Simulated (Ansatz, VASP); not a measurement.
**CsI: VASP beside Ansatz**

```
Cs I
1.0
     4.66602    0.00000    0.00000
     0.00000    4.66602    0.00000
     0.00000    0.00000    4.66602
Cs I
1 1
Direct
  0.00000 0.00000 0.00000
  0.50000 0.50000 0.50000
```

Alike in both runs: task relaxation of cell and atoms; functional PBE; k mesh 6 × 6 × 6; no spin polarisation.

|  | VASP | Ansatz |
| --- | --- | --- |
| version | VASP 6.6.1 | Ansatz 0.2.0 |
| potentials or method | VASP PAW PBE potentials, release 64 (Cs_sv, I), cutoff 500 eV | scalar-relativistic, plane waves, PAW |
| occupations | gaussian, width 0.01 eV | fixed |
| valence electrons in the cell | 16 | 26 |

```csv
,VASP,Ansatz,Ansatz less VASP
"gap on the k mesh at the Fermi level, each at its own relaxed structure (eV)",3.67,3.69,+0.019
relaxed volume (Å³/atom),50.93,50.79,-0.140
relaxed cell length with the largest relative difference (Å),4.670,4.666,-0.0043
```

VASP's potentials hold 16 valence electrons a cell and Ansatz's 26, so a difference there can come from the potentials and not from the codes.

Spin-orbit coupling is off throughout.
